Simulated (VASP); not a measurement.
A run of VASP 6.6.1:

INCAR

```
PREC     = Accurate       # precision mode
ENCUT    = 500            # plane-wave cutoff, eV
EDIFF    = 1E-6           # SCF threshold, eV
ISMEAR   = -1             # smearing method
SIGMA    = 0.04           # smearing width, eV
LREAL    = F              # projectors in reciprocal space
LASPH    = T              # aspherical terms in the spheres
NELM     = 120            # most SCF steps
ALGO     = Normal         # electronic algorithm
ISIF     = 2              # what is computed and relaxed
LWAVE    = F              # write WAVECAR
LCHARG   = F              # write CHGCAR
GGA      = PE             # functional
NBANDS   = 12             # bands
GGA_COMPAT= F
```

Contents of KPOINTS:

```
Automatic mesh
0
Gamma
  7 7 7
```

POSCAR

```
Nb
1.0
   -1.6639500000      1.6639500000      1.6639500000
    1.6639500000     -1.6639500000      1.6639500000
    1.6639500000      1.6639500000     -1.6639500000
Nb
1
Direct
    0.0000000000      0.0000000000      0.0000000000
```

Potentials or basis: VASP PAW PBE potentials, release 64 (Nb_sv).

The run is started by

```sh
$ cat potpaw_PBE.64/Nb_sv/POTCAR > POTCAR
$ mpirun -np 1 vasp_std > vasp.out
```

Hardware: 1 thread of Intel Xeon 8259CL (shared host).

Q: How long does it take, and how much memory?

A: Wall time 6.3 s on 1 thread of Intel Xeon 8259CL, with other jobs on the host, peak memory 0.14 GiB. Counts: scf iterations 12, k points 20.
